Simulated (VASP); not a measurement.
# MoS2 in VASP: notebook, part 2 of 2

VASP 6.6.1.

**4. Single point, PBEsol**

This run uses another cell than the first one.

INCAR reads:

```
ALGO = Normal ; EDIFF = 1E-6
ENCUT = 520 ; GGA = PS
ISIF = 2 ; ISMEAR = -1
LASPH = True ; LCHARG = False
LREAL = False ; LWAVE = False
NBANDS = 35 ; NELM = 100
PREC = Accurate ; SIGMA = 0.05
```

KPOINTS reads:

```
k-points
0
Gamma
  8 8 1
```

POSCAR reads:

```
MoS2
1.0
    3.1845414560      0.0000000000      0.0000000000
   -1.5922707280      2.7578938003      0.0000000000
    0.0000000000      0.0000000000     21.6705347200
Mo S
2 4
Direct
    0.3333333333      0.6666666667      0.8511602300
    0.6666666667      0.3333333333      0.1488397700
    0.6666666667      0.3333333333      0.7796253900
    0.3333333333      0.6666666667      0.0772510000
    0.6666666667      0.3333333333      0.9227490000
    0.3333333333      0.6666666667      0.2203746100
```

Potentials or basis: VASP PAW PBE potentials, release 64 (Mo_sv, S).

Started as:

```
cat potpaw_PBE.64/Mo_sv/POTCAR potpaw_PBE.64/S/POTCAR > POTCAR
mpirun -np 1 vasp_std > vasp.out
```

OUTCAR:

```text
EDIFF = 1E-6
   ENCUT = 520
   GGA = PS
   ISIF = 2
   ISMEAR = -1
   LASPH = True
   LREAL = False
   NELM = 100
   PREC = Accurate

 ion  position               nearest neighbor table
   1  0.333  0.667  0.851-   3 2.40   3 2.40   3 2.40   5 2.41   5 2.41   5 2.41
   2  0.667  0.333  0.149-   6 2.40   6 2.40   6 2.40   4 2.41   4 2.41   4 2.41
   3  0.667  0.333  0.780-   1 2.40   1 2.40   1 2.40
   4  0.333  0.667  0.077-   2 2.41   2 2.41   2 2.41
   5  0.667  0.333  0.923-   1 2.41   1 2.41   1 2.41
   6  0.333  0.667  0.220-   2 2.40   2 2.40   2 2.40

  LATTYP: Found a hexagonal cell.
 ALAT       =     3.1845414560
 C/A-ratio  =     6.8049152506

  Lattice vectors:

 A1 = (   3.1845414560,   0.0000000000,   0.0000000000)
 A2 = (  -1.5922707280,   2.7578938003,   0.0000000000)
 A3 = (   0.0000000000,   0.0000000000,  21.6705347200)

Analysis of symmetry for initial positions (statically):
=====================================================================
 Subroutine PRICEL returns:
 Original cell was already a primitive cell.

 Routine SETGRP: Setting up the symmetry group for a
 hexagonal supercell.

 Subroutine GETGRP returns: Found 12 space group operations
 (whereof 12 operations were pure point group operations)
 out of a pool of 24 trial point group operations.

The static configuration has the point symmetry D_3d.

Analysis of symmetry for dynamics (positions and initial velocities):
=====================================================================
 Subroutine PRICEL returns:
 Original cell was already a primitive cell.

 Routine SETGRP: Setting up the symmetry group for a
 hexagonal supercell.

 Subroutine GETGRP returns: Found 12 space group operations
 (whereof 12 operations were pure point group operations)
 out of a pool of 24 trial point group operations.

The dynamic configuration has the point symmetry D_3d.

 Subroutine INISYM returns: Found 12 space group operations
 (whereof 12 operations are pure point group operations),
 and found     1 'primitive' translations

----------------------------------------------------------------------------------------

                                     Primitive cell

  volume of cell :     190.3242

  direct lattice vectors                    reciprocal lattice vectors
     3.184541456  0.000000000  0.000000000     0.314016952  0.181297771  0.000000000
    -1.592270728  2.757893800  0.000000000     0.000000000  0.362595543  0.000000000
     0.000000000  0.000000000 21.670534720     0.000000000  0.000000000  0.046145608

  length of vectors
     3.184541456  3.184541456 21.670534720     0.362595543  0.362595543  0.046145608

  position of ions in fractional coordinates (direct lattice)
     0.333333333  0.666666667  0.851160230
     0.666666667  0.333333333  0.148839770
     0.666666667  0.333333333  0.779625390
     0.333333333  0.666666667  0.077251000
     0.666666667  0.333333333  0.922749000
     0.333333333  0.666666667  0.220374610

  ion indices of the primitive-cell ions
   primitive index   ion index
                 1           1
                 2           2
                 3           3
[... 28 lines left out ...]
 Found     10 irreducible k-points:

 Following reciprocal coordinates:
            Coordinates               Weight
  0.000000  0.000000  0.000000      1.000000
  0.125000  0.000000  0.000000      6.000000
  0.250000  0.000000  0.000000      6.000000
  0.375000  0.000000  0.000000      6.000000
  0.500000  0.000000  0.000000      3.000000
  0.125000  0.125000  0.000000      6.000000
  0.250000  0.125000  0.000000     12.000000
  0.375000  0.125000  0.000000     12.000000
  0.250000  0.250000  0.000000      6.000000
  0.375000  0.250000  0.000000      6.000000
   k-points           NKPTS =     10   k-points in BZ     NKDIM =     10   number of bands    NBANDS=     35
   number of dos      NEDOS =    301   number of ions     NIONS =      6
   total plane-waves  NPLWV =  93312
   dimension x,y,z NGX =    24 NGY =   24 NGZ =  162
   dimension x,y,z NGXF=    48 NGYF=   48 NGZF=  324
   ions per type =               2   4
   NGX,Y,Z   is equivalent  to a cutoff of  12.53, 12.53, 12.43 a.u.
   NGXF,Y,Z  is equivalent  to a cutoff of  25.06, 25.06, 24.86 a.u.
 SYSTEM =  unknown system
   PREC   = accura    normal or accurate (medium, high low for compatibility)
   ISTART =      0    job   : 0-new  1-cont  2-samecut
   ICHARG =      2    charge: 1-file 2-atom 10-const
   ISPIN  =      1    spin polarized calculation?
   LNONCOLLINEAR =      F non collinear calculations
   LSORBIT =      F    spin-orbit coupling
   LASPH  =      T    aspherical Exc in radial PAW
   ENCUT  =  520.0 eV  38.22 Ry    6.18 a.u.   5.92  5.92 40.29*2*pi/ulx,y,z
   NELM   =    100;   NELMIN=  2; NELMDL= -5     # of ELM steps
   EDIFF  = 0.1E-05   stopping-criterion for ELM
   LREAL  =      F    real-space projection
   EDIFFG = 0.1E-04   stopping-criterion for IOM
   NSW    =      0    number of steps for IOM
   IBRION =     -1    ionic relax: 0-MD 1-quasi-New 2-CG
   NFREE  =      0    steps in history (QN), initial steepest desc. (CG)
   ISIF   =      2    stress and relaxation
   ISYM   =      2    0-nonsym 1-usesym 2-fastsym
   POTIM  = 0.5000    time-step for ionic-motion
   TEBEG  =    0.0;   TEEND  =   0.0 temperature during run
   PSTRESS=    0.0 pullay stress
   NELECT =      52.0000    total number of electrons
   NUPDOWN=      -1.0000    fix difference up-down
   EMIN   =  10.00;   EMAX   =-10.00  energy-range for DOS
   EFERMI =   0.00;   METHOD = LEGACY
   ISMEAR =    -1;   SIGMA  =   0.05  broadening in eV -4-tet -1-fermi 0-gaus
   EFERMI_NEDOS =   21; number of points for ismear=-14 and -15
   IALGO  =     38    algorithm
   IMIX   =      4    mixing-type and parameters
     AMIX     =   0.40;   BMIX     =  1.00
     AMIX_MAG =   1.60;   BMIX_MAG =  1.00
  volume/ion in A,a.u.               =      31.72       214.06
  Fermi-wavevector in a.u.,A,eV,Ry     =   1.062294  2.007444 15.353737  1.128468
  Thomas-Fermi vector in A             =   2.197739
   LORBIT       =      0    0 simple, 1 ext, 2 COOP (PROOUT), +10 PAW based schemes
   GGA     = PS    functional components
   LHFCALC =     F    Hartree Fock is set to
   AEXX    =    0.0000 exact exchange contribution
   IVDW    =     0    specifies the selected vdW correction
   LEPSILON=     F    determine dielectric tensor
   LRPA    =     F    only Hartree local field effects (RPA)
 non-spin polarized calculation
  energy-cutoff  :      520.00
  volume of cell :      190.32
 maximum number of plane-waves:      5164
 NGX is ok and might be reduce to    24
   NGX = 11   NGY = 11   NGZ = 81

 number of electron      51.9999999 magnetization

 Free energy of the ion-electron system (eV)
  ---------------------------------------------------
  ext. energy  EPLUGINS =         0.00000000
  ---------------------------------------------------
  free energy    TOTEN  =       -46.83981385 eV

  energy without entropy =      -46.83981374  energy(sigma->0) =      -46.83981379

 E-fermi :   2.2223     XC(G=0):  -6.6780

 val. band max:        1.5685703060   @ k =   0.0000   0.0000   0.0000
 cond. band min:       3.0051612246   @ k =   0.3750   0.2500   0.0000
 fundamental gap:      1.4365909186
 Fermi energy:         2.2223310938

 k-point     1 :       0.0000    0.0000    0.0000
  band No.  band energies     occupation
      1     -59.5641      2.00000
      2     -59.5641      2.00000
      3     -33.7434      2.00000
      4     -33.7434      2.00000
      5     -33.5334      2.00000
      6     -33.5334      2.00000
[... 369 lines left out ...]
     34       6.0485      0.00000
     35       7.9869      0.00000

------------------------ aborting loop because EDIFF is reached ----------------------------------------

  FORCE on cell =-STRESS in cart. coord.  units (eV):
  Direction    XX          YY          ZZ          XY          YZ          ZX
  --------------------------------------------------------------------------------------
  -------------------------------------------------------------------------------------
  Total       -2.8044616     -2.8044616     -0.9434596     -0.0000000      0.0000000      0.0000000
  in kB      -23.6083700    -23.6083700     -7.9421818     -0.0000000      0.0000000      0.0000000
  external PRESSURE =     -18.3863073 kB  Pullay stress =       0.0000000 kB

 VOLUME and BASIS-vectors are now :
 -----------------------------------------------------------------------------
  energy-cutoff  :      520.00
  volume of cell :      190.32
      direct lattice vectors                 reciprocal lattice vectors
     3.184541456  0.000000000  0.000000000     0.314016952  0.181297771  0.000000000
    -1.592270728  2.757893800  0.000000000     0.000000000  0.362595543  0.000000000
     0.000000000  0.000000000 21.670534720     0.000000000  0.000000000  0.046145608

 POSITION                                       TOTAL-FORCE (eV/Angst)
 -----------------------------------------------------------------------------------
     -0.00000      1.83860     18.44510        -0.000000     -0.000000      0.005679
      1.59227      0.91930      3.22544         0.000000      0.000000     -0.005679
      1.59227      0.91930     16.89490        -0.000000      0.000000      0.130134
     -0.00000      1.83860      1.67407         0.000000      0.000000      0.114661
      1.59227      0.91930     19.99646        -0.000000     -0.000000     -0.114661
     -0.00000      1.83860      4.77564         0.000000     -0.000000     -0.130134
 -----------------------------------------------------------------------------------
    total drift:                                0.000000     -0.000000      0.000000

  FREE ENERGIE OF THE ION-ELECTRON SYSTEM (eV)
  ---------------------------------------------------
  free  energy   TOTEN  =       -46.8398138471 eV

  energy  without entropy=      -46.8398137421  energy(sigma->0) =      -46.83981379
```

OSZICAR:

```text
N       E                     dE             d eps       ncg     rms          rms(c)
DAV:   1     0.434613903486E+03    0.43461E+03   -0.28082E+04   812   0.130E+03
DAV:   2    -0.214531089766E+02   -0.45607E+03   -0.44265E+03   870   0.330E+02
DAV:   3    -0.491208456873E+02   -0.27668E+02   -0.27225E+02   872   0.736E+01
[... 14 lines left out ...]
DAV:  18    -0.468397700673E+02   -0.70970E-04   -0.33958E-06   683   0.964E-03    0.591E-03
DAV:  19    -0.468398048992E+02   -0.34832E-04   -0.12958E-06   587   0.514E-03    0.192E-03
DAV:  20    -0.468398108952E+02   -0.59959E-05   -0.20738E-07   508   0.160E-03    0.963E-04
DAV:  21    -0.468398130206E+02   -0.21255E-05   -0.85853E-08   443   0.114E-03    0.203E-04
DAV:  22    -0.468398138471E+02   -0.82652E-06   -0.45655E-08   478   0.471E-04
   1 F= -.46839814E+02 E0= -.46839814E+02  d E =-.105002E-06
```

Run time: 2.6 min. Hardware: 1 thread of Intel Xeon 8259CL, shared host; peak memory 0.31 GiB.

Results:

```
Free energy            : -46.8398 eV
Largest force          : 0.130 eV/Å
Band gap on the k mesh : 1.44 eV (least direct gap 1.95 eV)
```

Forces in eV/Å, atoms in the order of the input:
```
Mo   0.000  0.000  0.006
Mo   0.000  0.000 -0.006
S    0.000  0.000  0.130
S    0.000  0.000  0.115
S    0.000  0.000 -0.115
S    0.000  0.000 -0.130
```

Caveat: there is no dipole correction, which matters where the two faces differ; the PAW data sets were made with another functional, which shifts forces and pressure a little.

**5. Single point, PBEsol**

This run uses another cell than the first one.

INCAR reads:

```
SYSTEM = MoS2
  PREC = Accurate
  ENCUT = 520
  EDIFF = 1E-6
  ISMEAR = -1
  SIGMA = 0.05
  LREAL = .FALSE.
  LASPH = .TRUE.
  NELM = 60
  ALGO = Normal
  ISIF = 2
  LWAVE = .FALSE.
  LCHARG = .FALSE.
  GGA = PS
  NBANDS = 35
```

KPOINTS reads:

```
regular mesh
0
G
  8 8 1
  0 0 0
```

Changes to POSCAR since step 4:

```diff
@@ -4,3 +4,3 @@
    -1.5922707280      2.7578938003      0.0000000000
-    0.0000000000      0.0000000000     21.6705347200
+    0.0000000000      0.0000000000     21.8872400672
 Mo S
```

Started as:

```
cat potpaw_PBE.64/Mo_sv/POTCAR potpaw_PBE.64/S/POTCAR > POTCAR
mpirun -np 1 vasp_std > vasp.out
```

It took 2.5 min on 1 thread of Intel Xeon 8259CL, shared host; peak memory 0.31 GiB.

The run converged. Its results:

| Property | Result |
| --- | --- |
| Free energy | -46.8218 eV |
| Largest force | 0.417 eV/Å |
| Band gap on the k mesh | 1.54 eV (least direct gap 1.96 eV) |

Forces in eV/Å, atoms in the order of the input:
```
Mo   0.000  0.000  0.006
Mo   0.000  0.000 -0.006
S    0.000  0.000  0.417
S    0.000  0.000  0.399
S    0.000  0.000 -0.399
S    0.000  0.000 -0.417
```

Levels at points of the mesh, in eV from the valence-band top:
| k point | band 23 | band 24 | band 25 | band 26 | band 27 | band 28 | band 29 | band 30 |
| --- | --- | --- | --- | --- | --- | --- | --- | --- |
| (0.00, 0.00, 0.00) | -1.78 | -1.69 | -0.48 | 0.00 | 2.46 | 2.46 | 2.46 | 2.46 |
| (0.50, 0.00, 0.00) | -1.28 | -1.23 | -0.97 | -0.94 | 1.94 | 1.95 | 2.41 | 2.50 |

Caveat: there is no dipole correction, which matters where the two faces differ; the PAW data sets were made with another functional, which shifts forces and pressure a little.

**6. Single point, PBEsol**

This run uses another cell than the first one.

INCAR reads:

```
SYSTEM = MoS2
ALGO     = Normal         ! electronic algorithm
EDIFF    = 1E-6           ! SCF threshold, eV
ENCUT    = 520            ! plane-wave cutoff, eV
GGA      = PS             ! functional
ISIF     = 2              ! what is computed and relaxed
ISMEAR   = -1             ! smearing method
LASPH    = .TRUE.         ! aspherical terms in the spheres
LCHARG   = .TRUE.         ! write CHGCAR
LELF     = .TRUE.         ! ELF
LREAL    = .FALSE.        ! projectors in reciprocal space
LVHAR    = .TRUE.       
LWAVE    = .FALSE.        ! write WAVECAR
NBANDS   = 35             ! bands
NELM     = 60             ! most SCF steps
PREC     = Accurate       ! precision mode
SIGMA    = 0.05           ! smearing width, eV
```

KPOINTS reads:

```
k-points
0
G
  8 8 1
  0 0 0
```

Changes to POSCAR since step 5:

```diff
@@ -4,3 +4,3 @@
    -1.5922707280      2.7578938003      0.0000000000
-    0.0000000000      0.0000000000     21.8872400672
+    0.0000000000      0.0000000000     22.1039454144
 Mo S
```

Potentials or basis: VASP PAW PBE potentials, release 64 (Mo_sv, S).

Started as:

```
cat potpaw_PBE.64/Mo_sv/POTCAR potpaw_PBE.64/S/POTCAR > POTCAR
mpirun -np 1 vasp_std > vasp.out
```

It took 2.7 min on 1 thread of Intel Xeon 8259CL, shared host; peak memory 0.31 GiB.

It converged, with:

```yaml
Free_energy: -46.7863 eV
Largest_force: 0.693 eV/Å
Band_gap_on_the_k_mesh: 1.58 eV (least direct gap 1.98 eV)
```

Forces on the atoms (eV/Å):
```
Mo   0.000  0.000  0.007
Mo   0.000  0.000 -0.007
S    0.000  0.000  0.693
S    0.000  0.000  0.673
S    0.000  0.000 -0.673
S    0.000  0.000 -0.693
```

Levels at points of the mesh, in eV from the valence-band top:
| k point | band 24 | band 25 | band 26 | band 27 | band 28 | band 29 |
| --- | --- | --- | --- | --- | --- | --- |
| (0.00, 0.00, 0.00) | -1.64 | -0.45 | 0.00 | 2.52 | 2.52 | 2.53 |
| (0.50, 0.00, 0.00) | -1.11 | -0.89 | -0.87 | 2.03 | 2.04 | 2.47 |

Caveat: there is no dipole correction, which matters where the two faces differ; the PAW data sets were made with another functional, which shifts forces and pressure a little.

**7. Summary**

```csv
cell,gap on the mesh (eV),largest force (eV/Å)
"a = 3.185, b = 3.185, c = 21.237 Å, angles 90.0, 90.0, 120.0°, 6 atoms",1.21,0.49
"a = 3.185, b = 3.185, c = 21.454 Å, angles 90.0, 90.0, 120.0°, 6 atoms",1.32,0.18
"a = 3.185, b = 3.185, c = 21.671 Å, angles 90.0, 90.0, 120.0°, 6 atoms",1.44,0.13
"a = 3.185, b = 3.185, c = 21.887 Å, angles 90.0, 90.0, 120.0°, 6 atoms",1.54,0.42
"a = 3.185, b = 3.185, c = 22.104 Å, angles 90.0, 90.0, 120.0°, 6 atoms",1.58,0.69
```

Alike in all rows: task single point; level PBEsol; potentials or basis VASP PAW PBE potentials, release 64 (Mo_sv, S); no spin polarisation; k mesh 8 × 8 × 1; cutoff (eV) 520; smearing fermi-dirac 0.05 eV.

Caveats: there is no dipole correction, which matters where the two faces differ; the PAW data sets were made with another functional, which shifts forces and pressure a little.

Total energies depend on the potentials used, so only differences within one code and one set of settings carry meaning.
